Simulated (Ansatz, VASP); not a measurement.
**One calculation of GaN, two programs**

INCAR

```
SYSTEM = GaN
  PREC = Accurate
  ENCUT = 520
  EDIFF = 1E-6
  ISMEAR = 0
  SIGMA = 0.01
  LREAL = .FALSE.
  LASPH = .TRUE.
  NELM = 60
  ALGO = Normal
  ISIF = 2
  LWAVE = .FALSE.
  LCHARG = .FALSE.
  IBRION = 2
  NSW = 50
  EDIFFG = -0.002
```

File KPOINTS:

```
Automatic mesh
0
G
  8 8 4
  0 0 0
```

The input POSCAR:

```
GaN
1.0
    3.1518145673      0.0000000000      0.0000000000
   -1.5759072837      2.7295514833      0.0000000000
    0.0000000000      0.0000000000      5.1127057475
Ga N
2 2
Direct
    0.3333333333      0.6666666667     -0.0007042255
    0.6666666667      0.3333333333      0.4992957745
    0.3333333333      0.6666666667      0.3757042255
    0.6666666667      0.3333333333      0.8757042255
```

Input for Ansatz:

```yaml
crystal:
  lattice:
    - [3.15181456733, 0.0, 0.0]
    - [-1.57590728366, 2.72955148333, 0.0]
    - [0.0, 0.0, 5.11270574751]
  atoms:
    - { symbol: Ga, position: [0.333333333333, 0.666666666667, -0.000704225452] }
    - { symbol: Ga, position: [0.666666666667, 0.333333333333, 0.499295774548] }
    - { symbol: "N", position: [0.333333333333, 0.666666666667, 0.375704225452] }
    - { symbol: "N", position: [0.666666666667, 0.333333333333, 0.875704225452] }
kpoints:
  mp_grid: { grid: [8, 8, 4] }
scf:
  occupations: { method: fixed }
  convergence: { dr2_threshold: 1.0e-10 }
hamiltonian:
  xc: lda
  pseudopotentials: { kind: all_electron, lapw: { basis_error: 0.0005 } }
output:
  forces: true
  stress: true
  eigenstates:
    kpoints:
      - [0.0, 0.0, 0.0]
      - [0.0, 0.0, -0.5]
      - [-0.5, 0.0, 0.0]
      - [-0.5, 0.5, 0.0]
      - [0.0, -0.5, 0.0]
      - [-0.5, 0.0, -0.5]
      - [-0.5, 0.5, -0.5]
      - [0.0, -0.5, -0.5]
relax:
  f_tol: 0.002
  max_steps: 30
```

Change from the starting cell: z stretched by -0.5 %, x and y held.

Alike in both runs: task relaxation of the atoms; functional LDA; k mesh 8 × 8 × 4; no spin polarisation.

```csv
,VASP,Ansatz
version,VASP 6.6.1,Ansatz 0.2.0
potentials or method,"VASP PAW LDA potentials, release 64 (Ga_d, N), cutoff 520 eV","all-electron LAPW, scalar-relativistic"
occupations,"gaussian, width 0.01 eV",fixed
```

VASP gave:

```
gap on the k mesh at the Fermi level, each at its own relaxed structure (eV) : 2.20
```

Q: Which values does Ansatz return?

A: gap on the k mesh at the Fermi level, each at its own relaxed structure (eV): 2.19.

LDA's correlation is that of Perdew and Zunger in VASP and of Perdew and Wang (1992) in Ansatz. Ansatz ran all-electron here, and VASP with PAW potentials.
